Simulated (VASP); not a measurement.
# MgO (P1) in VASP: notebook, part 2 of 3

VASP 6.6.1. The steps go on from the part before.

## (3) Single point, PBEsol (atom 6 (O) moved by -0.260 Å along [1 0 0] and -0.390 Å along [0 0 1])

File INCAR:

```
PREC     = Accurate       # precision mode
ENCUT    = 520            # plane-wave cutoff, eV
EDIFF    = 1E-6           # SCF threshold, eV
ISMEAR   = 0              # smearing method
SIGMA    = 0.05           # smearing width, eV
LREAL    = False          # projectors in reciprocal space
LASPH    = True           # aspherical terms in the spheres
NELM     = 100            # most SCF steps
ALGO     = Normal         # electronic algorithm
ISIF     = 2              # what is computed and relaxed
LWAVE    = False          # write WAVECAR
LCHARG   = False          # write CHGCAR
GGA      = PS             # functional
NBANDS   = 26             # bands
```

File KPOINTS:

```
regular mesh
0
Gamma
  9 9 4
```

File POSCAR:

```
MgO
1.0
    3.2553371795      0.0000000000      0.0000000000
   -1.6276685897      2.8192046953      0.0000000000
    0.0000000000      0.0000000000     10.4149514991
Mg O
4 4
Direct
    0.3333333333      0.6666666667      0.9695963559
    0.0000000000      0.0000000000      0.2209473890
    0.0000000000      0.0000000000      0.7209473890
    0.6666666667      0.3333333333      0.4695963559
    0.3333333333      0.6666666667      0.7799156657
   -0.0798688387      0.0000000000      0.4920926037
    0.0000000000      0.0000000000      0.0295387694
    0.6666666667      0.3333333333      0.2799156657
```

Potentials or basis: VASP PAW PBE potentials, release 64 (Mg, O).

Run with:

```bash
> cat potpaw_PBE.64/Mg/POTCAR potpaw_PBE.64/O/POTCAR > POTCAR
> mpirun -np 1 vasp_std > vasp.out
```

OUTCAR:

```text
PREC = Accurate
   ENCUT = 520
   EDIFF = 1E-6
   ISMEAR = 0
   LREAL = False
   LASPH = True
   NELM = 100
   ISIF = 2
   GGA = PS

 ion  position               nearest neighbor table
   1  0.333  0.667  0.970-   5 1.98   7 1.98   7 1.98   7 1.98   3 3.20   3 3.20   3 3.20   2 3.22
                             2 3.22   2 3.22
   2  0.000  0.000  0.221-   8 1.98   8 1.98   8 1.98   7 1.99   4 3.20   4 3.20   4 3.20   1 3.22
                             1 3.22   1 3.22
   3  0.000  0.000  0.721-   5 1.98   5 1.98   5 1.98   6 2.40   1 3.20   1 3.20   1 3.20   4 3.22
                             4 3.22   4 3.22
   4  0.667  0.333  0.470-   6 1.68   6 1.91   8 1.98   6 2.12   2 3.20   2 3.20   2 3.20   3 3.22
                             3 3.22   3 3.22
   5  0.333  0.667  0.780-   1 1.98   3 1.98   3 1.98   3 1.98
   6  0.920  0.000  0.492-   4 1.68   4 1.91   4 2.12   3 2.40
   7  0.000  0.000  0.030-   1 1.98   1 1.98   1 1.98   2 1.99
   8  0.667  0.333  0.280-   4 1.98   2 1.98   2 1.98   2 1.98

  LATTYP: Found a hexagonal cell.
 ALAT       =     3.2553371795
 C/A-ratio  =     3.1993464655

  Lattice vectors:

 A1 = (   3.2553371795,   0.0000000000,   0.0000000000)
 A2 = (  -1.6276685897,   2.8192046953,   0.0000000000)
 A3 = (   0.0000000000,   0.0000000000,  10.4149514991)

Analysis of symmetry for initial positions (statically):
=====================================================================
 Subroutine PRICEL returns:
 Original cell was already a primitive cell.

 Routine SETGRP: Setting up the symmetry group for a
 hexagonal supercell.

 Subroutine GETGRP returns: Found  1 space group operations
 (whereof  1 operations were pure point group operations)
 out of a pool of 24 trial point group operations.

The static configuration has the point symmetry C_1 .

Analysis of symmetry for dynamics (positions and initial velocities):
=====================================================================
 Subroutine PRICEL returns:
 Original cell was already a primitive cell.

[... 140 lines left out ...]
  volume/ion in A,a.u.               =      11.95        80.63
  Fermi-wavevector in a.u.,A,eV,Ry     =   1.136750  2.148146 17.581449  1.292200
  Thomas-Fermi vector in A             =   2.273455
   LORBIT       =      0    0 simple, 1 ext, 2 COOP (PROOUT), +10 PAW based schemes
   GGA     = PS    functional components
   LHFCALC =     F    Hartree Fock is set to
   AEXX    =    0.0000 exact exchange contribution
   IVDW    =     0    specifies the selected vdW correction
   LEPSILON=     F    determine dielectric tensor
   LRPA    =     F    only Hartree local field effects (RPA)
 non-spin polarized calculation
 Gauss-broadening in eV      SIGMA  =   0.05
  energy-cutoff  :      520.00
  volume of cell :       95.58
 maximum number of plane-waves:      2616
   NGX = 13   NGY = 13   NGZ = 39

 number of electron      32.0000020 magnetization

 Free energy of the ion-electron system (eV)
  ---------------------------------------------------
  ext. energy  EPLUGINS =         0.00000000
  ---------------------------------------------------
  free energy    TOTEN  =       -47.56835319 eV

  energy without entropy =      -47.56835319  energy(sigma->0) =      -47.56835319

 E-fermi :   1.9269     XC(G=0):  -9.9306

 val. band max:        1.6529676423   @ k =   0.0000   0.0000   0.0000
 cond. band min:       3.6626690191   @ k =   0.0000   0.0000   0.0000
 fundamental gap:      2.0097013768
 Fermi energy:         1.9269331785

 k-point     1 :       0.0000    0.0000    0.0000
  band No.  band energies     occupation
      1     -15.8917      2.00000
      2     -14.9186      2.00000
      3     -14.7762      2.00000
      4     -13.5898      2.00000
      5      -2.7979      2.00000
      6      -1.1804      2.00000
[... 685 lines left out ...]
     25      13.0926      0.00000
     26      13.4834      0.00000

 [... further k-points ...]
[... 5 lines left out ...]
  --------------------------------------------------------------------------------------
  -------------------------------------------------------------------------------------
  Total        4.8074706      3.5483143     -1.1552902     -4.3906494     -0.6071340      0.9427346
  in kB       80.5837323     59.4775157    -19.3651928    -73.5968964    -10.1768947     15.8022967
  external PRESSURE =      40.2320184 kB  Pullay stress =       0.0000000 kB

 VOLUME and BASIS-vectors are now :
 -----------------------------------------------------------------------------
  energy-cutoff  :      520.00
  volume of cell :       95.58
      direct lattice vectors                 reciprocal lattice vectors
     3.255337180  0.000000000  0.000000000     0.307187841  0.177354983  0.000000000
    -1.627668590  2.819204695  0.000000000     0.000000000  0.354709965  0.000000000
     0.000000000  0.000000000 10.414951499     0.000000000  0.000000000  0.096015810

 POSITION                                       TOTAL-FORCE (eV/Angst)
 -----------------------------------------------------------------------------------
     -0.00000      1.87947     10.09830        -0.000924     -0.000588      0.767043
      0.00000      0.00000      2.30116        -0.038123      0.000127      0.808916
      0.00000      0.00000      7.50863        -0.188428      0.001265     -0.421858
      1.62767      0.93973      4.89082        -4.691625      2.151176     -2.501284
     -0.00000      1.87947      8.12278        -0.028388     -0.011133     -0.734297
      2.99534      0.00000      5.12512         5.074350     -2.171420      3.759853
      0.00000      0.00000      0.30764         0.000993      0.000087     -0.778850
      1.62767      0.93973      2.91531        -0.127856      0.030486     -0.899522
 -----------------------------------------------------------------------------------
    total drift:                                0.000015      0.000034     -0.001295

  FREE ENERGIE OF THE ION-ELECTRON SYSTEM (eV)
  ---------------------------------------------------
  free  energy   TOTEN  =       -47.5683531896 eV

  energy  without entropy=      -47.5683531896  energy(sigma->0) =      -47.56835319
```

OSZICAR:

```text
N       E                     dE             d eps       ncg     rms          rms(c)
DAV:   1     0.139539046399E+03    0.13954E+03   -0.14427E+04  8476   0.107E+03
DAV:   2    -0.451364464718E+02   -0.18468E+03   -0.17309E+03 11120   0.233E+02
DAV:   3    -0.561028815429E+02   -0.10966E+02   -0.10906E+02 10746   0.579E+01
DAV:   4    -0.561719479105E+02   -0.69066E-01   -0.69034E-01  9942   0.532E+00
DAV:   5    -0.561723775994E+02   -0.42969E-03   -0.42962E-03 10762   0.419E-01    0.160E+01
DAV:   6    -0.479055830847E+02    0.82668E+01   -0.29398E+01 10092   0.313E+01    0.566E+00
DAV:   7    -0.477014996548E+02    0.20408E+00   -0.60209E-01  9976   0.527E+00    0.324E+00
DAV:   8    -0.475729759034E+02    0.12852E+00   -0.26435E-01 10646   0.499E+00    0.525E-01
DAV:   9    -0.475708675951E+02    0.21083E-02   -0.36783E-02 10616   0.122E+00    0.308E-01
DAV:  10    -0.475698891942E+02    0.97840E-03   -0.13034E-02 10568   0.686E-01    0.266E-01
DAV:  11    -0.475684910227E+02    0.13982E-02   -0.26100E-03 10642   0.446E-01    0.703E-02
DAV:  12    -0.475683817296E+02    0.10929E-03   -0.55609E-04 10534   0.199E-01    0.380E-02
DAV:  13    -0.475683560019E+02    0.25728E-04   -0.15451E-04 10680   0.924E-02    0.145E-02
DAV:  14    -0.475683535511E+02    0.24508E-05   -0.18704E-05 10530   0.257E-02    0.628E-03
DAV:  15    -0.475683531896E+02    0.36152E-06   -0.16130E-06  9240   0.117E-02
   1 F= -.47568353E+02 E0= -.47568353E+02  d E =-.271774E-16
```

stdout:

```text
POSCAR found type information on POSCAR MgO
 POSCAR found :  2 types and       8 ions
 scaLAPACK will be used
 -----------------------------------------------------------------------------
|                                                                             |
|                                                                             |
|     You enforced a specific xc type in the INCAR file but a different       |
|     I HOPE YOU KNOW WHAT YOU ARE DOING!                                     |
|                                                                             |
 -----------------------------------------------------------------------------

 LDA part: xc-table for (Slater+PW92), standard interpolation
 POSCAR, INCAR and KPOINTS ok, starting setup
 FFT: planning ... GRIDC
 FFT: planning ... GRID_SOFT
 FFT: planning ... GRID
 WAVECAR not read
 entering main loop
```

Run time: 2.6 min. Hardware: 1 thread of Intel Xeon 6975P-C (Granite Rapids), shared host; peak memory 0.43 GiB.

What came out:

```yaml
Free_energy: -47.5684 eV
Pressure: 4.0 GPa
Largest_force: 6.678 eV/Å
Band_gap_on_the_k_mesh: 2.01 eV, direct
```

Forces on the atoms (eV/Å):
```
Mg  -0.001 -0.001  0.767
Mg  -0.038  0.000  0.809
Mg  -0.188  0.001 -0.422
Mg  -4.692  2.151 -2.501
O   -0.028 -0.011 -0.734
O    5.074 -2.171  3.760
O    0.001  0.000 -0.779
O   -0.128  0.030 -0.900
```

Stress tensor (GPa, compression positive):
```
 8.06 -7.36  1.58
-7.36  5.95 -1.02
 1.58 -1.02 -1.94
```

Caveat: the cell differs from its parent crystal (atom 6 (O) moved by -0.260 Å along [1 0 0] and -0.390 Å along [0 0 1]); the PAW data sets were made with another functional, which shifts forces and pressure a little. A k mesh can miss the band edges.

## (4) Single point, PBEsol (atom 6 (O) moved by -0.130 Å along [1 0 0] and -0.130 Å along [0 0 1])

File INCAR:

```
SYSTEM = MgO
PREC = Accurate
ENCUT = 520
EDIFF = 1E-7
ISMEAR = 0
SIGMA = 0.05
LREAL = .False.
LASPH = .True.
NELM = 60
ALGO = Normal
ISIF = 2
LWAVE = .False.
LCHARG = .True.
GGA = PS
LELF = .True.
LVHAR = .True.
NBANDS = 26
```

File KPOINTS:

```
Automatic mesh
0
Gamma
  9 9 4
  0 0 0
```

POSCAR, as its differences from that of step 3:

```diff
@@ -13,3 +13,3 @@
     0.3333333333      0.6666666667      0.7799156657
-   -0.0798688387      0.0000000000      0.4920926037
+   -0.0399344193      0.0000000000      0.5170567142
     0.0000000000      0.0000000000      0.0295387694
```

Run with:

```bash
> cat potpaw_PBE.64/Mg/POTCAR potpaw_PBE.64/O/POTCAR > POTCAR
> mpirun -np 1 vasp_std > vasp.out
```

Wall time 2.4 min (1 thread of Intel Xeon 6975P-C (Granite Rapids), shared host); peak memory 0.43 GiB.

The run converged. Its results:

```yaml
Free_energy: -48.7282 eV
Pressure: 0.5 GPa
Largest_force: 2.399 eV/Å
Band_gap_on_the_k_mesh: 3.21 eV, direct
```

Forces on the atoms (eV/Å):
```
Mg  -0.001  0.000  0.271
Mg  -0.014  0.000  0.283
Mg  -0.100  0.000 -0.471
Mg  -1.477  0.359 -0.957
O   -0.022 -0.004 -0.268
O    1.653 -0.360  1.701
O    0.000  0.000 -0.275
O   -0.039  0.005 -0.286
```

Stress tensor (GPa, compression positive):
```
 1.64 -2.08  1.00
-2.08  1.23 -0.34
 1.00 -0.34 -1.48
```

Levels at points of the mesh, in eV from the valence-band top:
| k point | band 12 | band 13 | band 14 | band 15 | band 16 | band 17 | band 18 | band 19 | band 20 | band 21 |
| --- | --- | --- | --- | --- | --- | --- | --- | --- | --- | --- |
| (0.00, 0.00, 0.00) | -0.40 | -0.40 | -0.09 | -0.01 | 0.00 | 3.21 | 5.55 | 5.85 | 8.43 | 9.54 |
| (0.00, 0.00, 0.50) | -0.42 | -0.40 | -0.38 | -0.01 | 0.00 | 3.87 | 4.33 | 7.19 | 7.40 | 10.61 |

Caveat: the cell differs from its parent crystal (atom 6 (O) moved by -0.130 Å along [1 0 0] and -0.130 Å along [0 0 1]); the PAW data sets were made with another functional, which shifts forces and pressure a little.

## (5) Single point, PBEsol (atom 6 (O) moved by -0.650 Å along [1 0 0] and -0.390 Å along [0 0 1])

File INCAR:

```
SYSTEM = MgO
ALGO = Normal ; EDIFF = 1E-6
ENCUT = 520 ; GGA = PS
ISIF = 2 ; ISMEAR = 0
LASPH = .TRUE. ; LCHARG = .TRUE.
LELF = .TRUE. ; LREAL = .FALSE.
LVHAR = .TRUE. ; LWAVE = .FALSE.
NBANDS = 26 ; NELM = 80
PREC = Accurate ; SIGMA = 0.05
```

File KPOINTS:

```
k-points
0
G
  9 9 4
  0 0 0
```

POSCAR, as its differences from that of step 4:

```diff
@@ -13,3 +13,3 @@
     0.3333333333      0.6666666667      0.7799156657
-   -0.0399344193      0.0000000000      0.5170567142
+   -0.1996720967      0.0000000000      0.4920926037
     0.0000000000      0.0000000000      0.0295387694
```

Run with:

```bash
> cat potpaw_PBE.64/Mg/POTCAR potpaw_PBE.64/O/POTCAR > POTCAR
> mpirun -np 1 vasp_std > vasp.out
```

Wall time 2.4 min (1 thread of Intel Xeon 6975P-C (Granite Rapids), shared host); peak memory 0.43 GiB.

It converged, with:

| Quantity | Value |
| --- | --- |
| Free energy | -42.8828 eV |
| Pressure | 19.8 GPa |
| Largest force | 29.653 eV/Å |
| Band gap on the k mesh | 2.00 eV, direct |

Forces in eV/Å, atoms in the order of the input:
```
Mg   -0.002  -0.003   0.744
Mg   -0.081  -0.002   0.721
Mg   -0.387  -0.008  -0.375
Mg  -20.461  19.002  -6.614
O    -0.055  -0.061  -0.677
O    21.257 -19.098   7.919
O     0.002   0.001  -0.751
O    -0.274   0.169  -0.966
```

Stress tensor (GPa, compression positive):
```
 29.25 -31.65   7.57
-31.65  29.37  -8.47
  7.57  -8.47   0.68
```

Levels at points of the mesh, in eV from the valence-band top:
| k point | band 14 | band 15 | band 16 | band 17 | band 18 | band 19 |
| --- | --- | --- | --- | --- | --- | --- |
| (0.00, 0.00, 0.00) | -0.52 | -0.10 | 0.00 | 2.00 | 4.54 | 5.10 |
| (0.00, 0.00, 0.50) | -0.73 | -0.10 | -0.01 | 2.48 | 3.67 | 6.19 |

Caveat: the cell differs from its parent crystal (atom 6 (O) moved by -0.650 Å along [1 0 0] and -0.390 Å along [0 0 1]); the PAW data sets were made with another functional, which shifts forces and pressure a little.

[end of part 2 of 3]
